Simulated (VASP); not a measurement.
**Ga2TeO2: single point with PBE**

Ga2TeO2:

```
CELL_PARAMETERS angstrom
-2.75634 2.75634 3.24949
2.75634 -2.75634 3.24949
2.75634 2.75634 -3.24949
ATOMIC_POSITIONS crystal
Ga 0.75000 0.25000 0.50000
Ga 0.25000 0.75000 0.50000
Te 0.50000 0.50000 0.00000
O 0.50000 0.00000 0.50000
O 0.00000 0.50000 0.50000
```

The cell was generated, and may not be a known phase.

```
Program                : VASP 6.6.1
Task                   : single point
Functional             : PBE
Potentials or basis    : VASP PAW PBE potentials, release 64 (Ga_d, Te, O)
Cutoff                 : 520 eV
k mesh                 : 4 × 4 × 4
Occupations            : gaussian, width 0.1 eV
Spin                   : no spin polarisation
Dipole correction      : no
Further INCAR settings : ALGO = Normal; EDIFF = 1e-06; NBANDS = 30
```

| Quantity | Value |
| --- | --- |
| Pressure | 24.6 GPa |
| Band gap on the k mesh | zero (bands 22 and 23 overlap by 0.16 eV) |

Stress tensor (GPa, compression positive):
```
11.52  0.00  0.00
 0.00 11.52  0.00
 0.00  0.00 50.68
```

Levels at points of the mesh, in eV from the Fermi level:
```tsv
k point	band 19	band 20	band 21	band 22	band 23	band 24	band 25	band 26
(0.00, 0.00, 0.00)	-5.08	-1.90	-1.68	-0.18	-0.18	0.47	0.47	4.08
(0.50, 0.00, 0.00)	-4.84	-2.71	-1.70	-0.08	0.64	1.73	3.06	3.53
(0.50, 0.50, 0.00)	-4.14	-3.56	-3.42	-1.59	1.60	2.01	2.47	3.71
(0.50, 0.50, 0.50)	-4.58	-2.22	-0.15	-0.15	-0.09	2.84	2.84	2.86
```

Run time: 45 s on 1 thread of Intel(R) Xeon(R) Platinum 8488C (Sapphire Rapids), with other jobs on the host, peak memory 0.25 GiB.

Caveat: the k points lie up to 0.37 Å⁻¹ apart; semilocal functionals underestimate gaps, and a narrow one can read as zero; spin-orbit coupling is left out, which moves the levels of the heavy elements.
